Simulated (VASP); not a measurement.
# Sb (I4/mcm) in VASP: a series of runs

Runs on Sb. Level: PBEsol. Tasks: single point.

All numbers are computed with VASP 6.6.1; they aren't measurements. Logs are shortened: lines on timing, memory, paths and dates and some standing lists are left out, and cuts for length are marked.

## Step 1: The cell of the first run

The structure is tetragonal, space group I4/mcm (No. 140). The conventional cell has a = 7.643 Å, b = 7.643 Å, c = 4.050 Å, α = 90.00°, β = 90.00°, γ = 90.00°. Within 3.8 Å of Sb (site symmetry m2m) lie 7 Sb at 2.92 to 3.30 Å.

## Step 2: Single point, PBEsol

INCAR reads:

```
SYSTEM = Sb
ALGO = Normal
EDIFF = 1E-7
ENCUT = 520
GGA = PS
ISIF = 2
ISMEAR = -1
LASPH = .True.
LCHARG = .False.
LREAL = .False.
LWAVE = .False.
NBANDS = 18
NELM = 80
PREC = Accurate
SIGMA = 0.05
```

KPOINTS reads:

```
k-points
0
Gamma
  7 7 7
  0 0 0
```

POSCAR reads:

```
Sb
1.0
   -3.8217449052      3.8217449052      2.0252490627
    3.8217449052     -3.8217449052      2.0252490627
    3.8217449052      3.8217449052     -2.0252490627
Sb
4
Direct
    0.6526574132      0.1526574132      0.8053148264
    0.1526574132      0.3473425868      0.5000000000
    0.3473425868      0.8473425868      0.1946851736
    0.8473425868      0.6526574132      0.5000000000
```

Potentials or basis: VASP PAW PBE potentials, release 64 (Sb).

On the command line:

```sh
> cat potpaw_PBE.64/Sb/POTCAR > POTCAR
> mpirun -np 1 vasp_std > vasp.out
```

OUTCAR:

```text
SYSTEM = Sb
   EDIFF = 1E-7
   ENCUT = 520
   GGA = PS
   ISIF = 2
   ISMEAR = -1
   LASPH = .True.
   LREAL = .False.
   NELM = 80
   PREC = Accurate

 ion  position               nearest neighbor table
   1  0.653  0.153  0.805-   3 2.92   3 2.92   2 3.09   2 3.09   4 3.09   4 3.09   3 3.30
   2  0.153  0.347  0.500-   4 2.92   4 2.92   1 3.09   3 3.09   1 3.09   3 3.09   4 3.30
   3  0.347  0.847  0.195-   1 2.92   1 2.92   2 3.09   2 3.09   4 3.09   4 3.09   1 3.30
   4  0.847  0.653  0.500-   2 2.92   2 2.92   1 3.09   1 3.09   3 3.09   3 3.09   2 3.30

  LATTYP: Found a body centered tetragonal cell.
 ALAT       =     7.6434898104
 C/A-ratio  =     0.5299278505

  Lattice vectors:

 A1 = (  -3.8217449052,   3.8217449052,   2.0252490627)
 A2 = (   3.8217449052,  -3.8217449052,   2.0252490627)
 A3 = (   3.8217449052,   3.8217449052,  -2.0252490627)

Analysis of symmetry for initial positions (statically):
=====================================================================
 Subroutine PRICEL returns:
 Original cell was already a primitive cell.

 Routine SETGRP: Setting up the symmetry group for a
 body centered tetragonal supercell.

 Subroutine GETGRP returns: Found 16 space group operations
 (whereof  8 operations were pure point group operations)
 out of a pool of 16 trial point group operations.

The static configuration has the point symmetry C_4h.
 The point group associated with its full space group is D_4h.

Analysis of symmetry for dynamics (positions and initial velocities):
=====================================================================
 Subroutine PRICEL returns:
 Original cell was already a primitive cell.

 Routine SETGRP: Setting up the symmetry group for a
 body centered tetragonal supercell.

 Subroutine GETGRP returns: Found 16 space group operations
 (whereof  8 operations were pure point group operations)
 out of a pool of 16 trial point group operations.

The dynamic configuration has the point symmetry C_4h.
 The point group associated with its full space group is D_4h.

 Subroutine INISYM returns: Found 16 space group operations
 (whereof  8 operations are pure point group operations),
 and found     1 'primitive' translations

----------------------------------------------------------------------------------------

                                     Primitive cell

  volume of cell :     118.3210

  direct lattice vectors                    reciprocal lattice vectors
    -3.821744905  3.821744905  2.025249063     0.000000000  0.130830292  0.246883215
     3.821744905 -3.821744905  2.025249063     0.130830292  0.000000000  0.246883215
     3.821744905  3.821744905 -2.025249063     0.130830292  0.130830292  0.000000000

  length of vectors
     5.771750342  5.771750342  5.771750342     0.279406312  0.279406312  0.185021973

  position of ions in fractional coordinates (direct lattice)
     0.652657413  0.152657413  0.805314826
     0.152657413  0.347342587  0.500000000
     0.347342587  0.847342587  0.194685174
     0.847342587  0.652657413  0.500000000

  ion indices of the primitive-cell ions
   primitive index   ion index
                 1           1
                 2           2
                 3           3
                 4           4

----------------------------------------------------------------------------------------

 KPOINTS: k-points

Automatic generation of k-mesh.
 Grid dimensions read from file:
 generate k-points for:    7    7    7

 Generating k-lattice:

  Cartesian coordinates                     Fractional coordinates (reciprocal lattice)
     0.000000000  0.018690042  0.035269031     0.142857143 -0.000000000  0.000000000
     0.018690042  0.000000000  0.035269031    -0.000000000  0.142857143  0.000000000
     0.018690042  0.018690042  0.000000000     0.000000000  0.000000000  0.142857143

  Length of vectors
     0.039915187  0.039915187  0.026431710

  Shift w.r.t. Gamma in fractional coordinates (k-lattice)
     0.000000000  0.000000000  0.000000000

 Subroutine IBZKPT returns following result:
 ===========================================

 Found     40 irreducible k-points:

 Following reciprocal coordinates:
            Coordinates               Weight
  0.000000  0.000000  0.000000      1.000000
  0.142857  0.000000 -0.000000      8.000000
  0.285714 -0.000000  0.000000      8.000000
  0.428571 -0.000000  0.000000      8.000000
  0.142857  0.142857  0.000000      8.000000
  0.285714  0.142857  0.000000     16.000000
[... 16 lines left out ...]
 -0.142857  0.285714  0.142857      8.000000
 -0.428571  0.428571  0.142857      8.000000
 [... further k-points ...]
   k-points           NKPTS =     40   k-points in BZ     NKDIM =     40   number of bands    NBANDS=     18
   number of dos      NEDOS =    301   number of ions     NIONS =      4
   total plane-waves  NPLWV = 110592
   dimension x,y,z NGX =    48 NGY =   48 NGZ =   48
   dimension x,y,z NGXF=    96 NGYF=   96 NGZF=   96
   ions per type =               4
   NGX,Y,Z   is equivalent  to a cutoff of  13.83, 13.83, 13.83 a.u.
   NGXF,Y,Z  is equivalent  to a cutoff of  27.65, 27.65, 27.65 a.u.
 SYSTEM =  Sb
   PREC   = accura    normal or accurate (medium, high low for compatibility)
   ISTART =      0    job   : 0-new  1-cont  2-samecut
   ICHARG =      2    charge: 1-file 2-atom 10-const
   ISPIN  =      1    spin polarized calculation?
   LNONCOLLINEAR =      F non collinear calculations
   LSORBIT =      F    spin-orbit coupling
   LASPH  =      T    aspherical Exc in radial PAW
   ENCUT  =  520.0 eV  38.22 Ry    6.18 a.u.  10.73 10.73 10.73*2*pi/ulx,y,z
   NELM   =     80;   NELMIN=  2; NELMDL= -5     # of ELM steps
   EDIFF  = 0.1E-06   stopping-criterion for ELM
   LREAL  =      F    real-space projection
   EDIFFG = 0.1E-05   stopping-criterion for IOM
   NSW    =      0    number of steps for IOM
   IBRION =     -1    ionic relax: 0-MD 1-quasi-New 2-CG
   NFREE  =      0    steps in history (QN), initial steepest desc. (CG)
   ISIF   =      2    stress and relaxation
   ISYM   =      2    0-nonsym 1-usesym 2-fastsym
   POTIM  = 0.5000    time-step for ionic-motion
   TEBEG  =    0.0;   TEEND  =   0.0 temperature during run
   PSTRESS=    0.0 pullay stress
   NELECT =      20.0000    total number of electrons
   NUPDOWN=      -1.0000    fix difference up-down
   EMIN   =  10.00;   EMAX   =-10.00  energy-range for DOS
   EFERMI =   0.00;   METHOD = LEGACY
   ISMEAR =    -1;   SIGMA  =   0.05  broadening in eV -4-tet -1-fermi 0-gaus
   EFERMI_NEDOS =   21; number of points for ismear=-14 and -15
   IALGO  =     38    algorithm
   IMIX   =      4    mixing-type and parameters
     AMIX     =   0.40;   BMIX     =  1.00
     AMIX_MAG =   1.60;   BMIX_MAG =  1.00
  volume/ion in A,a.u.               =      29.58       199.62
  Fermi-wavevector in a.u.,A,eV,Ry     =   0.905172  1.710526 11.147736  0.819336
  Thomas-Fermi vector in A             =   2.028707
   LORBIT       =      0    0 simple, 1 ext, 2 COOP (PROOUT), +10 PAW based schemes
   GGA     = PS    functional components
   LHFCALC =     F    Hartree Fock is set to
   AEXX    =    0.0000 exact exchange contribution
   IVDW    =     0    specifies the selected vdW correction
   LEPSILON=     F    determine dielectric tensor
   LRPA    =     F    only Hartree local field effects (RPA)
 non-spin polarized calculation
  energy-cutoff  :      520.00
  volume of cell :      118.32
 maximum number of plane-waves:      3212
 NGX is ok and might be reduce to    48
   NGX = 21   NGY = 21   NGZ = 21

 number of electron      20.0000000 magnetization

 Free energy of the ion-electron system (eV)
  ---------------------------------------------------
  ext. energy  EPLUGINS =         0.00000000
  ---------------------------------------------------
  free energy    TOTEN  =       -17.01652180 eV

  energy without entropy =      -16.99848968  energy(sigma->0) =      -17.00750574

 E-fermi :   7.1501     XC(G=0):  -9.5982

 val. band max:        7.1391164358   @ k =  -0.4286  -0.4286   0.4286
 cond. band min:       7.2350254025   @ k =  -0.4286   0.4286   0.1429
 fundamental gap:      0.0959089667
 Fermi energy:         7.1500701987

 k-point     1 :       0.0000    0.0000    0.0000
  band No.  band energies     occupation
      1      -6.0462      2.00000
      2      -2.1956      2.00000
      3      -0.6951      2.00000
      4      -0.6951      2.00000
      5       2.0695      2.00000
      6       5.7333      2.00000
[... 10 lines left out ...]
     17      13.3886      0.00000
     18      13.6900      0.00000

 k-point     2 :       0.1429    0.0000   -0.0000
  band No.  band energies     occupation
      1      -5.8117      2.00000
      2      -2.2514      2.00000
      3      -0.7948      2.00000
      4      -0.4186      2.00000
      5       2.4715      2.00000
      6       3.4256      2.00000
[... 10 lines left out ...]
     17      12.4520      0.00000
     18      13.7881      0.00000

 k-point     3 :       0.2857   -0.0000    0.0000
  band No.  band energies     occupation
      1      -5.1113      2.00000
      2      -2.1968      2.00000
      3      -1.0038      2.00000
      4      -0.7477      2.00000
      5       2.2937      2.00000
      6       2.4003      2.00000
[... 10 lines left out ...]
     17      12.6678      0.00000
     18      13.9963      0.00000

 k-point     4 :       0.4286   -0.0000    0.0000
  band No.  band energies     occupation
      1      -3.9614      2.00000
      2      -2.4611      2.00000
      3      -1.7668      2.00000
      4      -1.3466      2.00000
      5       1.6722      2.00000
      6       1.8959      2.00000
[... 375 lines left out ...]
      4       0.5753      2.00000
      5       3.4721      2.00000
      6       4.0543      2.00000
[... 10 lines left out ...]
     17      11.7116      0.00000
     18      12.9318      0.00000

 k-point    23 :      -0.1429    0.2857    0.1429
  band No.  band energies     occupation
      1      -5.4767      2.00000
      2      -2.9797      2.00000
      3      -1.7105      2.00000
      4       0.3642      2.00000
      5       3.3163      2.00000
      6       3.4596      2.00000
[... 10 lines left out ...]
     17      12.7825      0.00000
     18      13.0171      0.00000

 k-point    24 :      -0.4286    0.4286    0.1429
  band No.  band energies     occupation
      1      -5.3519      2.00000
      2      -3.8638      2.00000
      3      -1.6521      2.00000
      4       0.7673      2.00000
      5       3.3966      2.00000
      6       4.1097      2.00000
[... 10 lines left out ...]
     17      11.7998      0.00000
     18      12.1829      0.00000

 [... further k-points ...]
[... 5 lines left out ...]
  --------------------------------------------------------------------------------------
  -------------------------------------------------------------------------------------
  Total        3.7860379      3.7860379      3.8939337      0.0000000      0.0000000      0.0000000
  in kB       51.2665059     51.2665059     52.7275156      0.0000000      0.0000000      0.0000000
  external PRESSURE =      51.7535091 kB  Pullay stress =       0.0000000 kB

 VOLUME and BASIS-vectors are now :
 -----------------------------------------------------------------------------
  energy-cutoff  :      520.00
  volume of cell :      118.32
      direct lattice vectors                 reciprocal lattice vectors
    -3.821744905  3.821744905  2.025249063     0.000000000  0.130830292  0.246883215
     3.821744905 -3.821744905  2.025249063     0.130830292  0.000000000  0.246883215
     3.821744905  3.821744905 -2.025249063     0.130830292  0.130830292  0.000000000

 POSITION                                       TOTAL-FORCE (eV/Angst)
 -----------------------------------------------------------------------------------
      1.16684      4.98858      0.00000        -0.013268     -0.013268     -0.000000
      2.65491      1.16684      0.00000         0.013268     -0.013268     -0.000000
      2.65491     -1.16684      2.02525         0.013268      0.013268      0.000000
      1.16684      2.65491      2.02525        -0.013268      0.013268      0.000000
 -----------------------------------------------------------------------------------
    total drift:                                0.000000     -0.000000     -0.000000

  FREE ENERGIE OF THE ION-ELECTRON SYSTEM (eV)
  ---------------------------------------------------
  free  energy   TOTEN  =       -17.0165218034 eV

  energy  without entropy=      -16.9984896832  energy(sigma->0) =      -17.00750574
```

Wall time 2.3 min (1 thread of Intel Xeon 6975P-C, shared host); peak memory 0.33 GiB.

Results:

| Quantity | Value |
| --- | --- |
| Free energy | -17.0165 eV |
| Pressure | 5.2 GPa |
| Largest force | 0.019 eV/Å |
| Band gap on the k mesh | zero (band 10 reaches 7.73 eV, above the bottom of band 11 at 5.99 eV) |

Forces in eV/Å, atoms in the order of the input:
```
Sb  -0.013 -0.013  0.000
Sb   0.013 -0.013  0.000
Sb   0.013  0.013  0.000
Sb  -0.013  0.013  0.000
```

Levels at points of the mesh, in eV from the Fermi level:
| k point | band 6 | band 7 | band 8 | band 9 | band 10 | band 11 | band 12 | band 13 | band 14 | band 15 |
| --- | --- | --- | --- | --- | --- | --- | --- | --- | --- | --- |
| (0.00, 0.00, 0.00) | -1.42 | -1.41 | -1.41 | -1.38 | -1.16 | -1.16 | -0.77 | 2.47 | 2.47 | 3.22 |

Caveat: the PAW data sets were made with another functional, which shifts forces and pressure a little; spin-orbit coupling is left out, which moves the levels of the heavy elements.

## Step 3: Single point, PBEsol

This run uses another cell than the first one, of 31.08 Å³/atom, 1.051 times its volume.

INCAR reads:

```
PREC = Accurate
ENCUT = 520
EDIFF = 1E-6
ISMEAR = -1
SIGMA = 0.05
LREAL = F
LASPH = T
NELM = 100
ALGO = Normal
ISIF = 2
LWAVE = F
LCHARG = F
GGA = PS
NBANDS = 18
```

KPOINTS reads:

```
regular mesh
0
Gamma
  7 7 7
```

POSCAR reads:

```
Sb
1.0
   -3.9157128619      3.9157128619      2.0270033656
    3.9157128619     -3.9157128619      2.0270033656
    3.9157128619      3.9157128619     -2.0270033656
Sb
4
Direct
    0.6518985105      0.1518985105      0.8037970210
    0.1518985105      0.3481014895      0.5000000000
    0.3481014895      0.8481014895      0.1962029790
    0.8481014895      0.6518985105      0.5000000000
```

Potentials or basis: VASP PAW PBE potentials, release 64 (Sb).

On the command line:

```sh
> cat potpaw_PBE.64/Sb/POTCAR > POTCAR
> mpirun -np 1 vasp_std > vasp.out
```

It took 1.9 min on 1 thread of Intel Xeon 6975P-C, shared host; peak memory 0.33 GiB.

It converged, with:

```
Free energy            : -17.1502 eV
Pressure               : 2.1 GPa
Largest force          : 0.020 eV/Å
Band gap on the k mesh : zero (band 10 reaches 7.08 eV, above the bottom of band 11 at 5.44 eV)
```

Forces in eV/Å, atoms in the order of the input:
```
Sb  -0.014 -0.014  0.000
Sb   0.014 -0.014  0.000
Sb   0.014  0.014  0.000
Sb  -0.014  0.014  0.000
```

Levels at points of the mesh, in eV from the Fermi level:
```tsv
k point	band 8	band 9	band 10	band 11	band 12	band 13
(0.00, 0.00, 0.00)	-1.18	-1.18	-1.14	-1.14	-0.59	2.54
```

Caveat: the PAW data sets were made with another functional, which shifts forces and pressure a little; spin-orbit coupling is left out, which moves the levels of the heavy elements.

(Continued in part 2 of 2.)
